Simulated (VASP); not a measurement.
Input of a VASP 6.6.1 run:

INCAR

```
PREC     = Accurate       # precision mode
ENCUT    = 520            # plane-wave cutoff, eV
EDIFF    = 1E-7           # SCF threshold, eV
ISMEAR   = 0              # smearing method
SIGMA    = 0.012          # smearing width, eV
LREAL    = False          # projectors in reciprocal space
LASPH    = True           # aspherical terms in the spheres
NELM     = 100            # most SCF steps
ALGO     = Normal         # electronic algorithm
ISIF     = 2              # what is computed and relaxed
LWAVE    = False          # write WAVECAR
LCHARG   = False          # write CHGCAR
GGA      = PE             # functional
NBANDS   = 17             # bands
```

File KPOINTS:

```
regular mesh
0
Gamma
  11 11 6
```

POSCAR

```
Pd
1.0
    2.7836650458      0.0000000000      0.0000000000
   -1.3918325229      2.4107246453      0.0000000000
    0.0000000000      0.0000000000      4.6288930000
Pd
2
Direct
    0.3333333333      0.6666666667      0.2500000000
    0.6666666667      0.3333333333      0.7500000000
```

Potentials or basis: VASP PAW PBE potentials, release 64 (Pd).

Command:

```sh
$ cat potpaw_PBE.64/Pd/POTCAR > POTCAR
$ mpirun -np 1 vasp_std > vasp.out
```

**Question.** Estimate the band gap on the k mesh.

**Answer.** Zero (band 10 reaches 9.07 eV, above the bottom of band 11 at 8.28 eV).

**Question.** Predict the pressure.

**Answer.** -1.8 GPa.

Stress tensor (GPa, compression positive):
```
-1.93  0.00  0.00
 0.00 -1.93  0.00
 0.00  0.00 -1.59
```
